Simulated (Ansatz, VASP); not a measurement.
**Two plane-wave programs on SrO**

```
Sr O
1.0
     0.00000    2.56630    2.56630
     2.56630    0.00000    2.56630
     2.56630    2.56630    0.00000
Sr O
1 1
Direct
  0.50000 0.50000 0.50000
  0.00000 0.00000 0.00000
```

Alike in both runs: task relaxation of cell and atoms; functional PBE; dispersion D4; k mesh 9 × 9 × 9; occupations fermi-dirac, width 0.05 eV; no spin polarisation.

```csv
,VASP,Ansatz
version,VASP 6.6.1,Ansatz 0.2.0
potentials or method,"VASP PAW PBE potentials, release 64 (Sr_sv, O)",Ansatz PAW
plane-wave cutoff (eV),600,420
valence electrons in the cell,16,16
```

VASP gave:

| Property | Result |
| --- | --- |
| relaxed volume (Å³/atom) | 17.28 |
| relaxed cell length with the largest relative difference (Å) | 3.656 |

**Question.** Estimate Ansatz's values.

**Answer.** Relaxed volume (Å³/atom): 17.18; relaxed cell length with the largest relative difference (Å): 3.649.

Noted on Ansatz's run: odd divisions of the mesh miss points on the zone boundary, where band edges often lie, so the gap on the mesh can be too wide; the plane-wave basis is chosen anew once the cell has moved, so the energies of steps on either side of that aren't comparable.
